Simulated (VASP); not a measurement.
W, 1 atom in the cell. It takes space group R-3m (No. 166, trigonal). The conventional cell has a = 3.449 Å, b = 3.449 Å, c = 4.670 Å, α = 90.00°, β = 90.00°, γ = 120.00°. Within 3.3 Å of W (site symmetry -3m) lie 6 W at 2.53 Å. 

* Program: VASP 6.6.1
* Task: single point
* Functional: LDA
* Potentials or basis: VASP PAW LDA potentials, release 64 (W_sv)
* Cutoff: 520 eV
* k mesh: 22 × 22 × 22
* Occupations: gaussian, width 0.15 eV
* Spin: no spin polarisation
* Dipole correction: no
* Further INCAR settings: ALGO = Fast; EDIFF = 1e-06; NBANDS = 13

Potentials or basis: VASP PAW LDA potentials, release 64 (W_sv).

The run is started by

```console
$ cat potpaw_LDA.64/W_sv/POTCAR > POTCAR
$ mpirun -np 1 vasp_std > vasp.out
```

Hardware: 1 thread of Intel Xeon 8259CL, on a shared host.

Problem. Estimate the wall time of this run.

Solution. Wall time 3.6 min on 1 thread of Intel Xeon 8259CL (shared host), peak memory 0.29 GiB. Counts: scf iterations 13, k points 1024.
